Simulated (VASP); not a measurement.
# Al in VASP: single point with PBE

Aim: the single point of Al with PBE.

All numbers are computed with VASP 6.6.1; they aren't measurements. Logs are shortened: lines on timing, memory, paths and dates and some standing lists are left out, and cuts for length are marked.

### 1 The cell of the first run

The cell holds a slab with vacuum, 12 atoms: a = 4.950 Å, b = 4.950 Å, c = 24.000 Å, α = 90.00°, β = 90.00°, γ = 120.00°.

### 2 Single point, PBE

File INCAR:

```
SYSTEM = Al
PREC     = Accurate       ! precision mode
ENCUT    = 520            ! plane-wave cutoff, eV
EDIFF    = 1E-6           ! SCF threshold, eV
ISMEAR   = 0              ! smearing method
SIGMA    = 0.1            ! smearing width, eV
LREAL    = .False.        ! projectors in reciprocal space
LASPH    = .True.         ! aspherical terms in the spheres
NELM     = 60             ! most SCF steps
ALGO     = Normal         ! electronic algorithm
ISIF     = 2              ! what is computed and relaxed
LWAVE    = .False.        ! write WAVECAR
LCHARG   = .False.        ! write CHGCAR
LDIPOL   = .True.       
IDIPOL   = 3            
DIPOL    = 0.5 0.5 0.498
GGA      = PE             ! functional
NBANDS   = 30             ! bands
```

File KPOINTS:

```
regular mesh
0
Gamma
  6 6 1
  0 0 0
```

File POSCAR:

```
Al
1.0
    4.9497535017      0.0000000000      0.0000000000
   -2.4748767509      4.2866122750      0.0000000000
    0.0000000000      0.0000000000     24.0000085326
Al
12
Direct
    0.0000000000      0.3333333333      0.3541665408
    0.3333333333      0.0000000000      0.3541665408
    0.6666666667      0.6666666667      0.3541665408
    0.3333333333      0.3333333333      0.4513888469
    0.6666666667      0.0000000000      0.4513888469
    0.0000000000      0.6666666667      0.4513888469
    0.6666666667      0.3333333333      0.5449075472
    0.0000000000      0.0000000000      0.5449075472
    0.3333333333      0.6666666667      0.5449075472
    0.0000000000      0.3333333333      0.6418633348
    0.3333333333      0.0000000000      0.6418633348
    0.6666666667      0.6666666667      0.6418633348
```

Potentials or basis: VASP PAW PBE potentials, release 64 (Al).

Launch:

```console
$ cat potpaw_PBE.64/Al/POTCAR > POTCAR
$ mpirun -np 1 vasp_std > vasp.out
```

OUTCAR:

```text
SYSTEM = Al
   PREC = Accurate
   ENCUT = 520
   EDIFF = 1E-6
   ISMEAR = 0
   LREAL = .False.
   LASPH = .True.
   NELM = 60
   ISIF = 2
   GGA = PE

 ion  position               nearest neighbor table
   1  0.000  0.333  0.354-   4 2.86   5 2.86   6 2.86   2 2.86   3 2.86   3 2.86   2 2.86   3 2.86
                             2 2.86
   2  0.333  0.000  0.354-   6 2.86   4 2.86   5 2.86   3 2.86   1 2.86   1 2.86   3 2.86   1 2.86
                             3 2.86
   3  0.667  0.667  0.354-   6 2.86   5 2.86   4 2.86   2 2.86   1 2.86   1 2.86   1 2.86   2 2.86
                             2 2.86
   4  0.333  0.333  0.451-   8 2.79   7 2.79   9 2.79   1 2.86   2 2.86   3 2.86   5 2.86   6 2.86
                             6 2.86   6 2.86   5 2.86   5 2.86
   5  0.667  0.000  0.451-   8 2.79   7 2.79   9 2.79   1 2.86   3 2.86   2 2.86   4 2.86   6 2.86
                             6 2.86   4 2.86   4 2.86   6 2.86
   6  0.000  0.667  0.451-   9 2.79   8 2.79   7 2.79   3 2.86   2 2.86   1 2.86   5 2.86   4 2.86
                             5 2.86   4 2.86   4 2.86   5 2.86
   7  0.667  0.333  0.545-   5 2.79   6 2.79   4 2.79  10 2.85  11 2.85  12 2.85   9 2.86   8 2.86
                             9 2.86   8 2.86   8 2.86   9 2.86
   8  0.000  0.000  0.545-   5 2.79   4 2.79   6 2.79  11 2.85  12 2.85  10 2.85   9 2.86   7 2.86
                             7 2.86   9 2.86   7 2.86   9 2.86
   9  0.333  0.667  0.545-   6 2.79   5 2.79   4 2.79  11 2.85  10 2.85  12 2.85   7 2.86   8 2.86
[... 14 lines left out ...]
 A1 = (   4.9497535017,   0.0000000000,   0.0000000000)
 A2 = (  -2.4748767509,   4.2866122750,   0.0000000000)
 A3 = (   0.0000000000,   0.0000000000,  24.0000085326)

Analysis of symmetry for initial positions (statically):
=====================================================================
 Subroutine PRICEL returns following result:

  LATTYP: Found a hexagonal cell.
 ALAT       =     2.8577415163
 C/A-ratio  =     8.3982432965

  Lattice vectors:

 A1 = (  -2.4748767503,  -1.4288707586,   0.0000000000)
 A2 = (   2.4748767506,  -1.4288707582,   0.0000000000)
 A3 = (   0.0000000000,   0.0000000000,  24.0000085326)

   3 primitive cells build up your supercell.

 Routine SETGRP: Setting up the symmetry group for a
 hexagonal supercell.

 Subroutine GETGRP returns: Found  6 space group operations
 (whereof  6 operations were pure point group operations)
 out of a pool of 24 trial point group operations.

The static configuration has the point symmetry C_3v.

Analysis of symmetry for dynamics (positions and initial velocities):
=====================================================================
 Subroutine PRICEL returns following result:

  LATTYP: Found a hexagonal cell.
 ALAT       =     2.8577415163
 C/A-ratio  =     8.3982432965

  Lattice vectors:

 A1 = (  -2.4748767503,  -1.4288707586,   0.0000000000)
 A2 = (   2.4748767506,  -1.4288707582,   0.0000000000)
 A3 = (   0.0000000000,   0.0000000000,  24.0000085326)

   3 primitive cells build up your supercell.

 Routine SETGRP: Setting up the symmetry group for a
 hexagonal supercell.

 Subroutine GETGRP returns: Found  6 space group operations
 (whereof  6 operations were pure point group operations)
 out of a pool of 24 trial point group operations.

The dynamic configuration has the point symmetry C_3v.

 Subroutine INISYM returns: Found  6 space group operations
 (whereof  6 operations are pure point group operations),
 and found     3 'primitive' translations

----------------------------------------------------------------------------------------

                                     Primitive cell

  volume of cell :     169.7415

  direct lattice vectors                    reciprocal lattice vectors
    -2.474876750 -1.428870759  0.000000000    -0.202030263 -0.349926680  0.000000000
     2.474876751 -1.428870758  0.000000000     0.202030263 -0.349926680  0.000000000
     0.000000000  0.000000000 24.000008533     0.000000000  0.000000000  0.041666652

  length of vectors
     2.857741516  2.857741516 24.000008533     0.404060525  0.404060525  0.041666652

  position of ions in fractional coordinates (direct lattice)
     0.666666667  0.333333333  0.354166541
     0.333333333  0.666666667  0.451388847
     0.000000000  0.000000000  0.544907547
[... 23 lines left out ...]

  Length of vectors
     0.038880742  0.038880742  0.041666652

  Shift w.r.t. Gamma in fractional coordinates (k-lattice)
     0.000000000  0.000000000  0.000000000

 Subroutine IBZKPT returns following result:
 ===========================================

 Found      7 irreducible k-points:

 Following reciprocal coordinates:
            Coordinates               Weight
  0.000000  0.000000  0.000000      1.000000
  0.166667 -0.000000  0.000000      6.000000
  0.333333  0.000000  0.000000      6.000000
  0.500000  0.000000  0.000000      3.000000
  0.166667  0.166667  0.000000      6.000000
  0.333333  0.166667  0.000000     12.000000
  0.333333  0.333333  0.000000      2.000000
   k-points           NKPTS =      7   k-points in BZ     NKDIM =      7   number of bands    NBANDS=     30
   number of dos      NEDOS =    301   number of ions     NIONS =     12
   total plane-waves  NPLWV = 288000
   dimension x,y,z NGX =    40 NGY =   40 NGZ =  180
   dimension x,y,z NGXF=    80 NGYF=   80 NGZF=  360
   ions per type =              12
   NGX,Y,Z   is equivalent  to a cutoff of  13.43, 13.43, 12.47 a.u.
   NGXF,Y,Z  is equivalent  to a cutoff of  26.87, 26.87, 24.94 a.u.
 SYSTEM =  Al
   PREC   = accura    normal or accurate (medium, high low for compatibility)
   ISTART =      0    job   : 0-new  1-cont  2-samecut
   ICHARG =      2    charge: 1-file 2-atom 10-const
   ISPIN  =      1    spin polarized calculation?
   LNONCOLLINEAR =      F non collinear calculations
   LSORBIT =      F    spin-orbit coupling
   LASPH  =      T    aspherical Exc in radial PAW
   ENCUT  =  520.0 eV  38.22 Ry    6.18 a.u.   9.20  9.20 44.62*2*pi/ulx,y,z
   NELM   =     60;   NELMIN=  2; NELMDL= -5     # of ELM steps
   EDIFF  = 0.1E-05   stopping-criterion for ELM
   LREAL  =      F    real-space projection
   EDIFFG = 0.1E-04   stopping-criterion for IOM
   NSW    =      0    number of steps for IOM
   IBRION =     -1    ionic relax: 0-MD 1-quasi-New 2-CG
   NFREE  =      0    steps in history (QN), initial steepest desc. (CG)
   ISIF   =      2    stress and relaxation
   ISYM   =      2    0-nonsym 1-usesym 2-fastsym
   POTIM  = 0.5000    time-step for ionic-motion
   TEBEG  =    0.0;   TEEND  =   0.0 temperature during run
   PSTRESS=    0.0 pullay stress
   NELECT =      36.0000    total number of electrons
   NUPDOWN=      -1.0000    fix difference up-down
   EMIN   =  10.00;   EMAX   =-10.00  energy-range for DOS
   EFERMI =   0.00;   METHOD = LEGACY
   ISMEAR =     0;   SIGMA  =   0.10  broadening in eV -4-tet -1-fermi 0-gaus
   EFERMI_NEDOS =   21; number of points for ismear=-14 and -15
   IALGO  =     38    algorithm
   IMIX   =      4    mixing-type and parameters
     AMIX     =   0.40;   BMIX     =  1.00
     AMIX_MAG =   1.60;   BMIX_MAG =  1.00
  volume/ion in A,a.u.               =      42.44       286.37
  Fermi-wavevector in a.u.,A,eV,Ry     =   0.676923  1.279199  6.234526  0.458225
  Thomas-Fermi vector in A             =   1.754379
   LORBIT       =      0    0 simple, 1 ext, 2 COOP (PROOUT), +10 PAW based schemes
   GGA     = PE    functional components
   LHFCALC =     F    Hartree Fock is set to
   AEXX    =    0.0000 exact exchange contribution
   IVDW    =     0    specifies the selected vdW correction
   LEPSILON=     F    determine dielectric tensor
   LRPA    =     F    only Hartree local field effects (RPA)
 non-spin polarized calculation
 Gauss-broadening in eV      SIGMA  =   0.10
  energy-cutoff  :      520.00
  volume of cell :      509.22
 maximum number of plane-waves:     13730
 NGX is ok and might be reduce to    40
   NGX = 19   NGY = 19   NGZ = 89

 dipolmoment           0.000000      0.000000     -0.000127 electrons x Angstroem

 number of electron      36.0000000 magnetization

 dipolmoment           0.000000      0.000000      0.000213 electrons x Angstroem

 Free energy of the ion-electron system (eV)
  ---------------------------------------------------
  ext. energy  EPLUGINS =         0.00000000
  ---------------------------------------------------
  free energy    TOTEN  =       -42.58776270 eV

  energy without entropy =      -42.56974979  energy(sigma->0) =      -42.57875625

 E-fermi :   0.7658     XC(G=0):  -4.7210

 val. band max:        0.7265901173   @ k =   0.1667  -0.0000   0.0000
 cond. band min:       0.8539645790   @ k =   0.3333   0.0000   0.0000
 fundamental gap:      0.1273744617
 Fermi energy:         0.7657651734

 k-point     1 :       0.0000    0.0000    0.0000
  band No.  band energies     occupation
      1     -10.1763      2.00000
      2      -9.0450      2.00000
      3      -7.4486      2.00000
      4      -5.1160      2.00000
      5      -2.6711      2.00000
      6      -2.4263      2.00000
[... 220 lines left out ...]
     29       5.0298      0.00000
     30       5.0298      0.00000

------------------------ aborting loop because EDIFF is reached ----------------------------------------

 vacuum level on the upper side and lower side of the slab       (xc-potential included)        -0.144        -0.149

  FORCE on cell =-STRESS in cart. coord.  units (eV):
  Direction    XX          YY          ZZ          XY          YZ          ZX
  --------------------------------------------------------------------------------------
  -------------------------------------------------------------------------------------
  Total       -1.3999743     -1.3999743     -0.1522495      0.0000000      0.0000000      0.0000000
  in kB       -4.4047521     -4.4047521     -0.4790239      0.0000000      0.0000000      0.0000000
  external PRESSURE =      -3.0961760 kB  Pullay stress =       0.0000000 kB

 VOLUME and BASIS-vectors are now :
 -----------------------------------------------------------------------------
  energy-cutoff  :      520.00
  volume of cell :      509.22
      direct lattice vectors                 reciprocal lattice vectors
     4.949753502  0.000000000  0.000000000     0.202030263  0.116642227  0.000000000
    -2.474876751  4.286612275  0.000000000     0.000000000  0.233284453  0.000000000
     0.000000000  0.000000000 24.000008533     0.000000000  0.000000000  0.041666652

 POSITION                                       TOTAL-FORCE (eV/Angst)
 -----------------------------------------------------------------------------------
     -0.82496      1.42887      8.50000        -0.000000     -0.000000      0.023038
      1.64992      0.00000      8.50000        -0.000000      0.000000      0.023038
      1.64992      2.85774      8.50000         0.000000     -0.000000      0.023038
      0.82496      1.42887     10.83334         0.000000      0.000000     -0.033612
      3.29984      0.00000     10.83334        -0.000000      0.000000     -0.033612
     -1.64992      2.85774     10.83334        -0.000000      0.000000     -0.033612
      2.47488      1.42887     13.07779        -0.000000      0.000000      0.018253
      0.00000      0.00000     13.07779        -0.000000      0.000000      0.018253
     -0.00000      2.85774     13.07779        -0.000000     -0.000000      0.018253
     -0.82496      1.42887     15.40473         0.000000     -0.000000     -0.007678
      1.64992      0.00000     15.40473        -0.000000      0.000000     -0.007678
      1.64992      2.85774     15.40473         0.000000      0.000000     -0.007678
 -----------------------------------------------------------------------------------
    total drift:                                0.000000      0.000000     -0.000079

  FREE ENERGIE OF THE ION-ELECTRON SYSTEM (eV)
  ---------------------------------------------------
  free  energy   TOTEN  =       -42.5877626980 eV

  energy  without entropy=      -42.5697497946  energy(sigma->0) =      -42.57875625

 vacuum level on the upper side and lower side of the slab         4.630         4.626
```

Wall time 6.3 min (1 thread of Intel Xeon Platinum 8259CL at 2.50GHz (Skylake/Cascade Lake), shared host); peak memory 0.61 GiB.

Results:

```
Free energy            : -42.5878 eV
Largest force          : 0.034 eV/Å
Band gap on the k mesh : zero (bands 18 and 19 overlap by 0.98 eV)
```

Forces in eV/Å, atoms in the order of the input:
```
Al   0.000  0.000  0.023
Al   0.000  0.000  0.023
Al   0.000  0.000  0.023
Al   0.000  0.000 -0.034
Al   0.000  0.000 -0.034
Al   0.000  0.000 -0.034
Al   0.000  0.000  0.018
Al   0.000  0.000  0.018
Al   0.000  0.000  0.018
Al   0.000  0.000 -0.008
Al   0.000  0.000 -0.008
Al   0.000  0.000 -0.008
```

Levels at points of the mesh, in eV from the Fermi level:
| k point | band 14 | band 15 | band 16 | band 17 | band 18 | band 19 | band 20 | band 21 | band 22 | band 23 |
| --- | --- | --- | --- | --- | --- | --- | --- | --- | --- | --- |
| (0.00, 0.00, 0.00) | -2.16 | -2.16 | -2.01 | -2.01 | -0.73 | -0.73 | -0.73 | -0.73 | -0.46 | 0.29 |
| (0.50, 0.00, 0.00) | -2.05 | -1.56 | -1.56 | -0.10 | 0.10 | 1.24 | 1.24 | 2.05 | 2.41 | 2.41 |

The gap in the log of VASP goes by the Fermi energy; the results here count the filled bands.